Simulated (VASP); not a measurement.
# SnO2 (P4_2/mnm) in VASP: electric field gradients with PBEsol

Aim: the electric field gradients of SnO2 with PBEsol.

Program: VASP 6.6.1. These are calculated values, not measurements. Logs are shortened: lines on timing, memory, paths and dates and some standing lists are left out, and cuts for length are marked.

## (1) The cell of the first run

The structure is tetragonal, space group P4_2/mnm (No. 136). Conventional cell: a = 4.769 Å, b = 4.769 Å, c = 3.212 Å, α = 90.00°, β = 90.00°, γ = 90.00°. Within 2.7 Å of Sn (site symmetry mmm) lie 6 O at 2.07 Å. Within 2.7 Å of O (site symmetry m2m) lie 3 Sn at 2.07 Å and 1 O at 2.61 Å.

## (2) Electric field gradients, PBEsol

INCAR reads:

```
PREC = Accurate ; ENCUT = 520
EDIFF = 1E-8 ; ISMEAR = 0
SIGMA = 0.01 ; LREAL = F
LASPH = T ; NELM = 60
ALGO = Normal ; ISIF = 2
LWAVE = F ; LCHARG = F
GGA = PS ; LEFG = T
NBANDS = 35
```

KPOINTS reads:

```
Automatic mesh
0
Gamma
  6 6 8
```

POSCAR reads:

```
SnO2
1.0
    4.7691315755      0.0000000000      0.0000000000
    0.0000000000      4.7691315755      0.0000000000
    0.0000000000      0.0000000000      3.2120292624
Sn O
2 4
Direct
    0.0000000000      0.0000000000      0.0000000000
    0.5000000000      0.5000000000      0.5000000000
    0.3062736034      0.3062736034      0.0000000000
    0.1937263966      0.8062736034      0.5000000000
    0.6937263966      0.6937263966      0.0000000000
    0.8062736034      0.1937263966      0.5000000000
```

Potentials or basis: VASP PAW PBE potentials, release 64 (Sn_d, O).

Started as:

```
$ cat potpaw_PBE.64/Sn_d/POTCAR potpaw_PBE.64/O/POTCAR > POTCAR
$ mpirun -np 1 vasp_std > vasp.out
```

OUTCAR:

```text
PREC = Accurate
   ENCUT = 520
   EDIFF = 1E-8
   ISMEAR = 0
   LREAL = F
   LASPH = T
   NELM = 60
   ISIF = 2
   GGA = PS

 ion  position               nearest neighbor table
   1  0.000  0.000  0.000-   3 2.07   5 2.07   4 2.07   6 2.07   4 2.07   6 2.07   2 3.74   2 3.74
                             2 3.74   2 3.74   2 3.74   2 3.74   2 3.74   2 3.74
   2  0.500  0.500  0.500-   4 2.07   6 2.07   5 2.07   3 2.07   3 2.07   5 2.07   1 3.74   1 3.74
                             1 3.74   1 3.74   1 3.74   1 3.74   1 3.74   1 3.74
   3  0.306  0.306  0.000-   1 2.07   2 2.07   2 2.07
   4  0.194  0.806  0.500-   2 2.07   1 2.07   1 2.07
   5  0.694  0.694  0.000-   1 2.07   2 2.07   2 2.07
   6  0.806  0.194  0.500-   2 2.07   1 2.07   1 2.07

  LATTYP: Found a simple tetragonal cell.
 ALAT       =     4.7691315755
 C/A-ratio  =     0.6735040146

  Lattice vectors:

 A1 = (   4.7691315755,   0.0000000000,   0.0000000000)
 A2 = (   0.0000000000,   4.7691315755,   0.0000000000)
 A3 = (   0.0000000000,   0.0000000000,   3.2120292624)

Analysis of symmetry for initial positions (statically):
=====================================================================
 Subroutine PRICEL returns:
 Original cell was already a primitive cell.

 Routine SETGRP: Setting up the symmetry group for a
 simple tetragonal supercell.

 Subroutine GETGRP returns: Found 16 space group operations
 (whereof  8 operations were pure point group operations)
 out of a pool of 16 trial point group operations.

The static configuration has the point symmetry D_2h.
 The point group associated with its full space group is D_4h.

Analysis of symmetry for dynamics (positions and initial velocities):
=====================================================================
 Subroutine PRICEL returns:
 Original cell was already a primitive cell.

 Routine SETGRP: Setting up the symmetry group for a
 simple tetragonal supercell.

 Subroutine GETGRP returns: Found 16 space group operations
 (whereof  8 operations were pure point group operations)
 out of a pool of 16 trial point group operations.

The dynamic configuration has the point symmetry D_2h.
 The point group associated with its full space group is D_4h.

 Subroutine INISYM returns: Found 16 space group operations
 (whereof  8 operations are pure point group operations),
 and found     1 'primitive' translations

----------------------------------------------------------------------------------------

                                     Primitive cell

  volume of cell :      73.0564

  direct lattice vectors                    reciprocal lattice vectors
     4.769131576  0.000000000  0.000000000     0.209681780  0.000000000  0.000000000
     0.000000000  4.769131576  0.000000000     0.000000000  0.209681780  0.000000000
     0.000000000  0.000000000  3.212029262     0.000000000  0.000000000  0.311329667

  length of vectors
     4.769131576  4.769131576  3.212029262     0.209681780  0.209681780  0.311329667

  position of ions in fractional coordinates (direct lattice)
     0.000000000  0.000000000  0.000000000
     0.500000000  0.500000000  0.500000000
     0.306273603  0.306273603  0.000000000
     0.193726397  0.806273603  0.500000000
     0.693726397  0.693726397  0.000000000
     0.806273603  0.193726397  0.500000000

  ion indices of the primitive-cell ions
   primitive index   ion index
                 1           1
                 2           2
                 3           3
                 4           4
                 5           5
                 6           6

----------------------------------------------------------------------------------------

 KPOINTS: Automatic mesh

Automatic generation of k-mesh.
 Grid dimensions read from file:
 generate k-points for:    6    6    8

[... 58 lines left out ...]
   LNONCOLLINEAR =      F non collinear calculations
   LSORBIT =      F    spin-orbit coupling
   LASPH  =      T    aspherical Exc in radial PAW
   ENCUT  =  520.0 eV  38.22 Ry    6.18 a.u.   8.87  8.87  5.97*2*pi/ulx,y,z
   NELM   =     60;   NELMIN=  2; NELMDL= -5     # of ELM steps
   EDIFF  = 0.1E-07   stopping-criterion for ELM
   LREAL  =      F    real-space projection
   EDIFFG = 0.1E-06   stopping-criterion for IOM
   NSW    =      0    number of steps for IOM
   IBRION =     -1    ionic relax: 0-MD 1-quasi-New 2-CG
   NFREE  =      0    steps in history (QN), initial steepest desc. (CG)
   ISIF   =      2    stress and relaxation
   ISYM   =      2    0-nonsym 1-usesym 2-fastsym
   POTIM  = 0.5000    time-step for ionic-motion
   TEBEG  =    0.0;   TEEND  =   0.0 temperature during run
   PSTRESS=    0.0 pullay stress
   NELECT =      52.0000    total number of electrons
   NUPDOWN=      -1.0000    fix difference up-down
   EMIN   =  10.00;   EMAX   =-10.00  energy-range for DOS
   EFERMI =   0.00;   METHOD = LEGACY
   ISMEAR =     0;   SIGMA  =   0.01  broadening in eV -4-tet -1-fermi 0-gaus
   EFERMI_NEDOS =   21; number of points for ismear=-14 and -15
   IALGO  =     38    algorithm
   IMIX   =      4    mixing-type and parameters
     AMIX     =   0.40;   BMIX     =  1.00
     AMIX_MAG =   1.60;   BMIX_MAG =  1.00
  volume/ion in A,a.u.               =      12.18        82.17
  Fermi-wavevector in a.u.,A,eV,Ry     =   1.461694  2.762202 29.069534  2.136550
  Thomas-Fermi vector in A             =   2.577996
   LORBIT       =      0    0 simple, 1 ext, 2 COOP (PROOUT), +10 PAW based schemes
   GGA     = PS    functional components
   LHFCALC =     F    Hartree Fock is set to
   AEXX    =    0.0000 exact exchange contribution
   IVDW    =     0    specifies the selected vdW correction
   LEPSILON=     F    determine dielectric tensor
   LRPA    =     F    only Hartree local field effects (RPA)
 non-spin polarized calculation
 Gauss-broadening in eV      SIGMA  =   0.01
  energy-cutoff  :      520.00
  volume of cell :       73.06
 maximum number of plane-waves:      1994
 NGX is ok and might be reduce to    36
   NGX = 17   NGY = 17   NGZ = 11

 number of electron      52.0000008 magnetization

 Free energy of the ion-electron system (eV)
  ---------------------------------------------------
  ext. energy  EPLUGINS =         0.00000000
  ---------------------------------------------------
  free energy    TOTEN  =       -39.66992654 eV

  energy without entropy =      -39.66992654  energy(sigma->0) =      -39.66992654

 E-fermi :   5.9166     XC(G=0): -11.4253

 val. band max:        5.7759537515   @ k =   0.0000   0.0000   0.0000
 cond. band min:       6.6895158088   @ k =   0.0000   0.0000   0.0000
 fundamental gap:      0.9135620572
 Fermi energy:         5.9165635898

 k-point     1 :       0.0000    0.0000    0.0000
  band No.  band energies     occupation
      1     -15.2274      2.00000
      2     -14.4780      2.00000
      3     -14.2343      2.00000
      4     -14.2091      2.00000
      5     -14.2091      2.00000
      6     -14.1402      2.00000
[... 901 lines left out ...]
     34      17.8938      0.00000
     35      18.0521      0.00000

 [... further k-points ...]

------------------------ aborting loop because EDIFF is reached ----------------------------------------

  FORCE on cell =-STRESS in cart. coord.  units (eV):
  Direction    XX          YY          ZZ          XY          YZ          ZX
  --------------------------------------------------------------------------------------
  -------------------------------------------------------------------------------------
  Total        0.2458283      0.2458283      0.3885044      0.0000000      0.0000000      0.0000000
  in kB        5.3911869      5.3911869      8.5201737      0.0000000      0.0000000      0.0000000
  external PRESSURE =       6.4341825 kB  Pullay stress =       0.0000000 kB

 VOLUME and BASIS-vectors are now :
 -----------------------------------------------------------------------------
  energy-cutoff  :      520.00
  volume of cell :       73.06
      direct lattice vectors                 reciprocal lattice vectors
     4.769131576  0.000000000  0.000000000     0.209681780  0.000000000  0.000000000
     0.000000000  4.769131576  0.000000000     0.000000000  0.209681780  0.000000000
     0.000000000  0.000000000  3.212029262     0.000000000  0.000000000  0.311329667

 POSITION                                       TOTAL-FORCE (eV/Angst)
 -----------------------------------------------------------------------------------
      0.00000      0.00000      0.00000        -0.000000     -0.000000     -0.000000
      2.38457      2.38457      1.60601        -0.000000     -0.000000     -0.000000
      1.46066      1.46066      0.00000        -0.010469     -0.010469     -0.000000
      0.92391      3.84522      1.60601         0.010469     -0.010469     -0.000000
      3.30847      3.30847      0.00000         0.010469      0.010469      0.000000
      3.84522      0.92391      1.60601        -0.010469      0.010469      0.000000
 -----------------------------------------------------------------------------------
    total drift:                                0.000000      0.000000     -0.000000

  FREE ENERGIE OF THE ION-ELECTRON SYSTEM (eV)
  ---------------------------------------------------
  free  energy   TOTEN  =       -39.6699265395 eV

  energy  without entropy=      -39.6699265395  energy(sigma->0) =      -39.66992654

 Electric field gradients (V/A^2)
---------------------------------------------------------------------
 ion       V_xx      V_yy      V_zz      V_xy      V_xz      V_yz
---------------------------------------------------------------------
   1      26.050    26.050   -52.101   -27.567    -0.000     0.000
   2      26.050    26.050   -52.101    27.567     0.000     0.000
   3     -23.853   -23.853    47.705    84.132    -0.000     0.000
   4     -23.853   -23.853    47.705   -84.132    -0.000    -0.000
   5     -23.853   -23.853    47.705    84.132     0.000     0.000
   6     -23.853   -23.853    47.705   -84.132    -0.000     0.000
---------------------------------------------------------------------

 Electric field gradients after diagonalization (V/A^2)
 (convention: |V_zz| > |V_xx| > |V_yy|)
----------------------------------------------------------------------
 ion       V_xx      V_yy      V_zz     asymmetry (V_yy - V_xx)/ V_zz
----------------------------------------------------------------------
   1     -52.101    -1.516    53.617       0.943
   2     -52.101    -1.516    53.617       0.943
   3      60.280    47.705  -107.985       0.116
   4      60.280    47.705  -107.985       0.116
   5      60.280    47.705  -107.985       0.116
   6      60.280    47.705  -107.985       0.116
----------------------------------------------------------------------

           NMR quadrupolar parameters

 Cq : quadrupolar parameter    Cq=e*Q*V_zz/h
 eta: asymmetry parameters     (V_yy - V_xx)/ V_zz
 Q  : nuclear electric quadrupole moment in mb (millibarn)
----------------------------------------------------------------------
 ion       Cq(MHz)       eta       Q (mb)
----------------------------------------------------------------------
   1       0.130       0.943       1.000
   2       0.130       0.943       1.000
   3      -0.261       0.116       1.000
   4      -0.261       0.116       1.000
   5      -0.261       0.116       1.000
   6      -0.261       0.116       1.000
----------------------------------------------------------------------
```

Run time: 2.8 min. Hardware: 1 thread of AMD EPYC 7R43 (Zen 3), shared host; peak memory 0.2 GiB.

What came out:

* Free energy: -39.6699 eV
* Pressure: 0.6 GPa
* Largest force: 0.015 eV/Å
* Band gap on the k mesh: 0.91 eV, direct

Forces in eV/Å, atoms in the order of the input:
```
Sn   0.000  0.000  0.000
Sn   0.000  0.000  0.000
O   -0.010 -0.010  0.000
O    0.010 -0.010  0.000
O    0.010  0.010  0.000
O   -0.010  0.010  0.000
```

Electric field gradients, principal values (V/Å²):
```csv
atom,least,middle,greatest (by size)
1 Sn,-1.516,-52.101,53.617
2 Sn,-1.516,-52.101,53.617
3 O,47.705,60.280,-107.985
4 O,47.705,60.280,-107.985
5 O,47.705,60.280,-107.985
6 O,47.705,60.280,-107.985
```

Caveat: without QUAD_EFG the Cq values of the log hold for a quadrupole moment of 1 mb, not for the nuclei; the PAW data sets were made with another functional, which shifts forces and pressure a little; spin-orbit coupling is left out, which moves the levels of the heavy elements.
